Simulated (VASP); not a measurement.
Set up this calculation in VASP 6.6.1, as the native input.

```
Task                   : relaxation of cell and atoms
Functional             : revPBE
Dispersion             : D4
Potentials or basis    : VASP PAW PBE potentials, release 64 (Sn_d)
Cutoff                 : 600 eV
k mesh                 : 7 × 7 × 7
Occupations            : fermi-dirac, width 0.05 eV
Spin                   : no spin polarisation
Dipole correction      : no
Further INCAR settings : ALGO = Normal; EDIFF = 1e-07; IBRION = 2; EDIFFG = -0.01; NSW = 60; ISIF = 3
```

The structure of Sn lies in POSCAR:

```
Sn
1.0
    0.0000000000      3.2333428000      3.2333428000
    3.2333428000      0.0000000000      3.2333428000
    3.2333428000      3.2333428000      0.0000000000
Sn
2
Direct
    0.7500000000      0.7500000000      0.7500000000
    0.5000000000      0.5000000000      0.5000000000
```

The input as run:

INCAR

```
PREC     = Accurate       # precision mode
ENCUT    = 600            # plane-wave cutoff, eV
EDIFF    = 1E-7           # SCF threshold, eV
ISMEAR   = -1             # smearing method
SIGMA    = 0.05           # smearing width, eV
LREAL    = F              # projectors in reciprocal space
LASPH    = T              # aspherical terms in the spheres
NELM     = 100            # most SCF steps
ALGO     = Normal         # electronic algorithm
ISIF     = 3              # what is computed and relaxed
LWAVE    = F              # write WAVECAR
LCHARG   = F              # write CHGCAR
GGA      = RE             # functional
IVDW     = 13             # dispersion correction
IBRION   = 2              # ionic algorithm
NSW      = 60             # ionic steps
EDIFFG   = -0.01          # ionic threshold
```

KPOINTS

```
Automatic mesh
0
Gamma
  7 7 7
```

Potentials or basis: VASP PAW PBE potentials, release 64 (Sn_d).

The run is started by

```bash
$ cat potpaw_PBE.64/Sn_d/POTCAR > POTCAR
$ mpirun -np 1 vasp_std > vasp.out
```

It gave:

The relaxed volume is 35.41 Å³/atom. The relaxed cell is a = 4.644 Å, b = 4.644 Å, c = 4.644 Å, α = 60.00°, β = 60.00°, γ = 60.00° and the space group after relaxing (to 0.05 Å) is Fd-3m (No. 227). The energy gained by relaxing is 10.0 meV/atom, the ionic steps are 3 and the pressure after relaxing is 0.0 GPa. The band gap on the k mesh is zero (band 14 reaches 5.44 eV, above the bottom of band 15 at 5.37 eV). The dispersion energy per atom is -0.487 eV.

Caveat: the PAW data sets were made with another functional, which shifts forces and pressure a little; spin-orbit coupling is left out, which moves the levels of the heavy elements; pairwise dispersion overbinds metals, which lowers pressure and volume.

It took 64 s on 1 thread of Intel(R) Xeon(R) Platinum 8559C (Emerald Rapids), with other jobs on the host, peak memory 0.24 GiB.
